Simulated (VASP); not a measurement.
AgCl: single point with PBE

Crystal: AgCl.

```
CELL_PARAMETERS angstrom
3.45841 0.00000 0.00000
0.00000 3.45841 0.00000
0.00000 0.00000 3.39559
ATOMIC_POSITIONS crystal
Ag 0.00000 0.00000 0.00000
Cl 0.50000 0.50000 0.50000
```

This cell differs from its parent crystal: biaxial xy strain +1.9%.

| Item | Value |
| --- | --- |
| Program | VASP 6.6.1 |
| Task | single point |
| Functional | PBE |
| Potentials or basis | VASP PAW PBE potentials, release 64 (Ag, Cl) |
| Cutoff | 520 eV |
| k mesh | 8 × 8 × 8 |
| Occupations | fermi-dirac, width 0.02 eV |
| Spin | no spin polarisation |

* Pressure: -0.4 GPa
* Band gap on the k mesh: 0.55 eV, indirect (least direct gap 1.95 eV)

Stress tensor (GPa, compression positive):
```
-0.69  0.00  0.00
 0.00 -0.69  0.00
 0.00  0.00  0.21
```

Levels at points of the mesh, in eV from the valence-band top:
```csv
k point,band 7,band 8,band 9,band 10,band 11,band 12
"(0.00, 0.00, 0.00)",-1.57,-1.57,-1.40,0.55,9.36,9.48
"(0.50, 0.00, 0.00)",-1.46,-0.03,0.00,4.92,5.44,9.42
"(0.50, 0.50, 0.00)",-2.05,-1.52,-0.82,2.68,8.96,8.96
"(0.00, 0.00, 0.50)",-1.39,-0.04,-0.04,4.82,5.52,9.40
"(0.50, 0.00, 0.50)",-2.08,-1.49,-0.93,2.84,8.77,8.96
"(0.50, 0.50, 0.50)",-0.23,-0.19,-0.19,4.75,4.81,4.81
```

Run time: 35 s on 1 thread of Intel(R) Xeon(R) Platinum 8259CL CPU @ 2.50GHz (Skylake/Cascade Lake), on a shared host, peak memory 0.18 GiB.

Caveat: the cell differs from its parent crystal (biaxial xy strain +1.9%). A k mesh can miss the band edges.
